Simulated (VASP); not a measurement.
Runs of VASP 6.6.1 on CdInS2. It takes space group P-3m1 (No. 164, trigonal). Conventional cell: a = 3.869 Å, b = 3.869 Å, c = 6.811 Å, α = 90.00°, β = 90.00°, γ = 120.00°. In (site symmetry -3m) has 6 S at 2.83 Å and 2 Cd at 3.41 Å within 3.7 Å. Within 3.7 Å of Cd (site symmetry -3m) lie 6 S at 2.79 Å and 2 In at 3.41 Å. S (site symmetry 3m) has 3 Cd at 2.79 Å and 3 In at 2.83 Å within 3.7 Å. 

| level | k mesh | smearing | gap on the mesh (eV) | pressure (GPa) | largest force (eV/Å) |
| --- | --- | --- | --- | --- | --- |
| PBE | 8 × 8 × 4 | fermi-dirac 0.05 eV | none | 0.1 | 0.02 |
| RPBE | 8 × 8 × 4 | gaussian 0.05 eV | none | 2.3 | - |
| PBE | 7 × 7 × 4 | fermi-dirac 0.1 eV | none | 0.2 | 0.09 |
| BLYP+D4 | 8 × 8 × 4 | fermi-dirac 0.05 eV | none | -0.6 | (a) |
| PBE+D4 | 8 × 8 × 4 | fermi-dirac 0.02 eV | none | -2.5 | 0.03 |
| PBE | 6 × 6 × 3 | fermi-dirac 0.02 eV | none | 0.2 | 0.13 |
| PBEsol | 8 × 8 × 4 | gaussian 0.05 eV | none | -3.5 | (b) |

Alike in all rows: task single point; potentials or basis VASP PAW PBE potentials, release 64 (In_d, Cd, S); no spin polarisation; cell as given; cutoff (eV) 520.

**Question.** Fill in the values left out.

**Answer.** (a) 0.08; (b) 0.05.

Caveats: spin-orbit coupling is left out, which moves the levels of the heavy elements; the PAW data sets were made with another functional, which shifts forces and pressure a little (some runs); pairwise dispersion overbinds metals, which lowers pressure and volume (some runs).

A k mesh can miss the band edges, and the runs leave out spin-orbit coupling on Cd, In.

A gap of «none» marks levels without a gap at the run's occupations.
